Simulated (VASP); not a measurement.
Here is a VASP 6.6.1 calculation.

File INCAR:

```
SYSTEM = Au
AGGAC = 1.0
AGGAX = 1.0
ALDAC = 0.0
ALDAX = 1.0
ALGO = Normal
EDIFF = 1E-7
EDIFFG = -0.01
ENCUT = 600
GGA = B5
IBRION = 2
ISIF = 3
ISMEAR = -1
ISYM = 0
LASPH = .True.
LCHARG = .False.
LREAL = .False.
LWAVE = .False.
NELM = 100
NSW = 80
PREC = Accurate
SIGMA = 0.1
```

File KPOINTS:

```
k-points
0
Gamma
  13 13 9
  0 0 0
```

Contents of POSCAR:

```
Au
1.0
   -2.5357611069      2.5357611069      1.3845255643
    2.5357611069     -2.5357611069      1.3845255643
    2.5357611069      2.5357611069     -1.3845255643
Au
2
Direct
    0.0000000000      0.0000000000      0.0000000000
    0.7500000000      0.2500000000      0.5000000000
```

Potentials or basis: VASP PAW PBE potentials, release 64 (Au).

Launch:

```console
$ cat potpaw_PBE.64/Au/POTCAR > POTCAR
$ mpirun -np 1 vasp_std > vasp.out
```

**Question.** What does it give for the space group after relaxing (to 0.1 Å)?

**Answer.** I4_1/amd (No. 141).

**Question.** Estimate the band gap on the k mesh.

**Answer.** Zero (bands 11 and 12 overlap by 4.12 eV).

**Question.** Predict the relaxed cell.

**Answer.** a = 4.153 Å, b = 4.153 Å, c = 4.151 Å, α = 96.54°, β = 96.54°, γ = 140.53°.

Step by step:
| step | energy change (eV) | largest force (eV/Å) | pressure (GPa) | volume (Å³) |
| --- | --- | --- | --- | --- |
| 1 | 0.0000 | 0.0003 | 27.75 | 35.61 |
| 2 | -0.1131 | 0.0006 | -9.88 | 53.90 |
| 3 | -0.5441 | 0.0008 | -1.12 | 43.33 |
| 4 | -0.5446 | 0.0008 | -0.75 | 43.13 |
| 5 | -0.5447 | 0.0008 | -0.44 | 42.97 |
| 6 | -0.5608 | 0.0009 | 0.11 | 42.71 |
| 7 | -0.5628 | 0.0015 | 0.50 | 42.59 |
| 8 | -0.5631 | 0.0023 | -0.23 | 42.97 |
| 9 | -0.5632 | 0.0020 | 0.00 | 42.85 |

Caveat: the volume moved by over 15 % at a fixed basis, so the end points are rough; the PAW data sets were made with another functional, which shifts forces and pressure a little; spin-orbit coupling is left out, which moves the levels of the heavy elements.
